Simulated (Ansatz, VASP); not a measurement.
## Two plane-wave programs on EuRe

```
CELL_PARAMETERS angstrom
3.53278 0.00000 0.00000
0.00000 3.53278 0.00000
0.00000 0.00000 3.53278
ATOMIC_POSITIONS crystal
Eu 0.00000 0.00000 0.00000
Re 0.50000 0.50000 0.50000
```

Alike in both runs: task single point; functional r2SCAN; k mesh 10 × 10 × 10; occupations gaussian, width 0.05 eV; collinear spin.

```csv
,VASP,Ansatz
version,VASP 6.6.1,Ansatz 0.2.0
potentials or method,"VASP PAW PBE potentials, release 64 (Eu, Re), cutoff 520 eV","scalar-relativistic, plane waves, PAW"
valence electrons in the cell,24,32
```

|  | VASP | Ansatz | Ansatz less VASP |
| --- | --- | --- | --- |
| gap on the k mesh at the Fermi level (eV) | none | none | - |
| pressure (GPa) | -3.3 | -3.2 | +0.14 |
| net moment per atom (μB) | 2.49 | 2.50 | +0.006 |
| size of the moment on the site where the two differ most (μB) | 6.27 | 6.50 | +0.229 |

VASP's potentials were made for PBE, not for r2SCAN. Site moments also hang on the region over which each program counts them. A gap of «none» marks a metal or a gap that the smearing closes. VASP's potentials hold 24 valence electrons a cell and Ansatz's 32, so a difference there can come from the potentials and not from the codes. Ansatz's warnings: given moment on shells, stability check not made.

Spin-orbit coupling is off throughout.
